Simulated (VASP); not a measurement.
Input of a VASP 6.6.1 run:

INCAR

```
ALGO = Normal ; EDIFF = 1E-7
EDIFFG = -0.01 ; ENCUT = 600
GGA = PS ; IBRION = 2
ISIF = 3 ; ISMEAR = 0
LASPH = T ; LCHARG = F
LREAL = F ; LWAVE = F
NELM = 80 ; NSW = 100
PREC = Accurate ; SIGMA = 0.1
```

File KPOINTS:

```
k-points
0
Gamma
  16 16 12
```

The input POSCAR:

```
NiGe
1.0
    2.6719410039      0.0000000000      0.0000000000
    0.0000000000      2.6719410039      0.0000000000
    0.0000000000      0.0000000000      3.6338397653
Ni Ge
1 1
Direct
    0.0000000000      0.0000000000      0.0000000000
    0.5000000000      0.5000000000      0.5000000000
```

Potentials or basis: VASP PAW PBE potentials, release 64 (Ni, Ge_d).

Command:

```sh
$ cat potpaw_PBE.64/Ni/POTCAR potpaw_PBE.64/Ge_d/POTCAR > POTCAR
$ mpirun -np 1 vasp_std > vasp.out
```

Estimate the relaxed volume.

12.58 Å³/atom.

What does it give for the relaxed cell?

a = 2.930 Å, b = 2.930 Å, c = 2.931 Å, α = 90.00°, β = 90.00°, γ = 90.00°.

Predict the band gap on the k mesh.

zero (bands 12 and 13 overlap by 3.58 eV).

Predict the space group after relaxing (to 0.1 Å).

Pm-3m (No. 221).

Final structure:
```
CELL_PARAMETERS angstrom
2.92974 0.00000 0.00000
0.00000 2.92974 0.00000
0.00000 0.00000 2.93062
ATOMIC_POSITIONS crystal
Ni 0.00000 0.00000 0.00000
Ge 0.50000 0.50000 0.50000
```

Caveat: a cell axis changed by over 15 % at a fixed basis, so the end point is rough; the PAW data sets were made with another functional, which shifts forces and pressure a little. Spin polarisation is off, so any magnetic state and its effect on volume and gap are missing.
